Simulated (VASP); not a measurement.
A run of VASP 6.6.1 is set up as follows.

Contents of INCAR:

```
PREC = Accurate
ENCUT = 520
EDIFF = 1E-7
ISMEAR = 0
SIGMA = 0.1
LREAL = F
LASPH = T
NELM = 60
ALGO = Fast
ISIF = 2
LWAVE = F
LCHARG = F
GGA = PE
NBANDS = 39
```

File KPOINTS:

```
Automatic mesh
0
Gamma
  6 6 6
```

The input POSCAR:

```
Rb2Cd
1.0
    0.0000000000      6.0498005792      6.0498005792
    6.0498005792      0.0000000000      6.0498005792
    6.0498005792      6.0498005792      0.0000000000
Rb Cd
4 2
Direct
    0.1250000000      0.1250000000      0.1250000000
    0.6250000000      0.1250000000      0.1250000000
    0.1250000000      0.1250000000      0.6250000000
    0.1250000000      0.6250000000      0.1250000000
    0.5000000000      0.5000000000      0.5000000000
    0.7500000000      0.7500000000      0.7500000000
```

Potentials or basis: VASP PAW PBE potentials, release 64 (Rb_sv, Cd).

Launch:

```console
$ cat potpaw_PBE.64/Rb_sv/POTCAR potpaw_PBE.64/Cd/POTCAR > POTCAR
$ mpirun -np 1 vasp_std > vasp.out
```

Problem. Predict the pressure.

Solution. 0.0 GPa.

Problem. What does it give for the band gap on the k mesh?

Solution. Zero (bands 30 and 31 overlap by 0.54 eV).
